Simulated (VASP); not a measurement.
Write the native input for VASP 6.6.1 that does the following.

| Item | Value |
| --- | --- |
| Task | single point |
| Functional | PBEsol |
| Potentials or basis | VASP PAW PBE potentials, release 64 (Ta_pv, N) |
| Cutoff | 520 eV |
| k mesh | 12 × 12 × 12 |
| Occupations | gaussian, width 0.2 eV |
| Spin | no spin polarisation |
| Dipole correction | no |
| Further INCAR settings | LREAL = Auto; ALGO = Normal; EDIFF = 1e-07; NBANDS = 72 |

The structure of Ta7N8 lies in POSCAR:

```
Ta7N8
1.0
    0.0000000000      4.3232835840      4.3232835840
    4.3232835840      0.0000000000      4.3232835840
    4.3232835840      4.3232835840      0.0000000000
Ta N
7 8
Direct
    0.0000000000      0.0000000000      0.5000000000
    0.0000000000      0.5000000000      0.0000000000
    0.0000000000      0.5000000000      0.5000000000
    0.5000000000      0.0000000000      0.0000000000
    0.5000000000      0.0000000000      0.5000000000
    0.5000000000      0.5000000000      0.0000000000
    0.5000000000      0.5000000000      0.5000000000
    0.2500000000      0.2500000000      0.2500000000
    0.2466718002      0.2466718002      0.7533281998
    0.2466718002      0.7533281998      0.2466718002
    0.2466718002      0.7533281998      0.7533281998
    0.7533281998      0.2466718002      0.2466718002
    0.7533281998      0.2466718002      0.7533281998
    0.7533281998      0.7533281998      0.2466718002
    0.7500000000      0.7500000000      0.7500000000
```

The input as run:

INCAR

```
SYSTEM = Ta7N8
PREC = Accurate
ENCUT = 520
EDIFF = 1E-7
ISMEAR = 0
SIGMA = 0.2
LREAL = Auto
LASPH = .True.
NELM = 60
ALGO = Normal
ISIF = 2
LWAVE = .False.
LCHARG = .True.
GGA = PS
LELF = .True.
LVHAR = .True.
NBANDS = 72
```

KPOINTS

```
Automatic mesh
0
Gamma
  12 12 12
  0 0 0
```

Potentials or basis: VASP PAW PBE potentials, release 64 (Ta_pv, N).

Run with:

```bash
$ cat potpaw_PBE.64/Ta_pv/POTCAR potpaw_PBE.64/N/POTCAR > POTCAR
$ mpirun -np 1 vasp_std > vasp.out
```

It gave:

* Pressure: 0.9 GPa
* Largest force: 0.019 eV/Å
* Band gap on the k mesh: zero (an odd number of electrons rules out a gap without spin polarisation)

Caveat: the PAW data sets were made with another functional, which shifts forces and pressure a little; spin-orbit coupling is left out, which moves the levels of the heavy elements.

It took 71 min on 1 thread of AMD EPYC 7R13, on a shared host, peak memory 0.63 GiB.
